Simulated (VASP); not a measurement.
# Cu12C: single point with PBE

Slab: Cu12C, a slab with vacuum.

```
CELL_PARAMETERS angstrom
5.13324 0.00000 0.00000
-2.56662 4.44552 0.00000
0.00000 0.00000 19.62363
ATOMIC_POSITIONS crystal
Cu 0.33333 0.16667 0.20384
Cu 0.33333 0.66667 0.20384
Cu 0.83333 0.16667 0.20384
Cu 0.83333 0.66667 0.20384
Cu 0.16667 0.33333 0.30890
Cu 0.16667 0.83333 0.30890
Cu 0.66667 0.33333 0.30890
Cu 0.66667 0.83333 0.30890
Cu 0.00000 0.00000 0.41397
Cu 0.00000 0.50000 0.41397
Cu 0.50000 0.00000 0.41397
Cu 0.50000 0.50000 0.41397
C 0.00000 0.08333 0.49865
```

```
Program             : VASP 6.6.1
Task                : single point
Functional          : PBE
Potentials or basis : VASP PAW PBE potentials, release 64 (Cu, C)
Cutoff              : 520 eV
k mesh              : 6 × 6 × 1
Occupations         : gaussian, width 0.1 eV
Spin                : no spin polarisation
```

| Quantity | Value |
| --- | --- |
| Largest force | 1.059 eV/Å |
| Band gap on the k mesh | zero (band 68 reaches -0.79 eV, above the bottom of band 69 at -1.00 eV) |

Forces in eV/Å, atoms in the order of the input:
```
Cu  -0.009 -0.044 -0.036
Cu  -0.013  0.014 -0.034
Cu   0.004 -0.016 -0.059
Cu   0.023  0.047 -0.025
Cu   0.016  0.052 -0.072
Cu  -0.005 -0.022 -0.068
Cu   0.001 -0.003 -0.007
Cu  -0.008 -0.043 -0.057
Cu   0.310 -0.526 -0.865
Cu   0.110 -0.104  0.458
Cu   0.060 -0.033  0.321
Cu  -0.060 -0.024  0.319
C   -0.428  0.701  0.126
```

Levels at points of the mesh, in eV from the Fermi level:
```csv
k point,band 66,band 67,band 68,band 69,band 70,band 71
"(0.00, 0.00, 0.00)",-0.72,-0.12,0.15,0.42,0.47,1.15
"(0.50, 0.00, 0.00)",-0.37,-0.24,-0.23,-0.06,0.28,0.88
"(0.00, 0.50, 0.00)",-0.40,-0.36,-0.16,0.01,0.29,0.87
"(0.50, 0.50, 0.00)",-0.39,-0.36,-0.17,0.02,0.28,0.89
```

Wall time 32 min on 1 thread of Intel(R) Xeon(R) Platinum 8488C (Sapphire Rapids), on a shared host, peak memory 0.85 GiB.
